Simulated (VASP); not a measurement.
PbSe, 2 atoms in the cell. Symmetry: Fm-3m, No. 225, cubic system. The conventional cell has a = 6.124 Å, b = 6.124 Å, c = 6.124 Å, α = 90.00°, β = 90.00°, γ = 90.00°. Within 4.0 Å of Pb (site symmetry m-3m) lie 6 Se at 3.06 Å. Within 4.0 Å of Se (site symmetry m-3m) lie 6 Pb at 3.06 Å. 

* Program: VASP 6.6.1
* Task: electric field gradients
* Functional: PBE
* Potentials or basis: VASP PAW PBE potentials, release 64 (Pb_d, Se)
* Cutoff: 520 eV
* k mesh: 9 × 9 × 9
* Occupations: fermi-dirac, width 0.01 eV
* Spin: no spin polarisation
* Dipole correction: no
* Further INCAR settings: ALGO = Normal; EDIFF = 1e-08; NBANDS = 17

Potentials or basis: VASP PAW PBE potentials, release 64 (Pb_d, Se).

Command:

```bash
$ cat potpaw_PBE.64/Pb_d/POTCAR potpaw_PBE.64/Se/POTCAR > POTCAR
$ mpirun -np 1 vasp_std > vasp.out
```

Hardware: 1 thread of Intel Xeon 6975P-C, on a shared host.

Question: How long does it take, and how much memory?

Answer: Wall time 13 s on 1 thread of Intel Xeon 6975P-C, on a shared host, peak memory 0.19 GiB. Counts: scf iterations 15, k points 35.
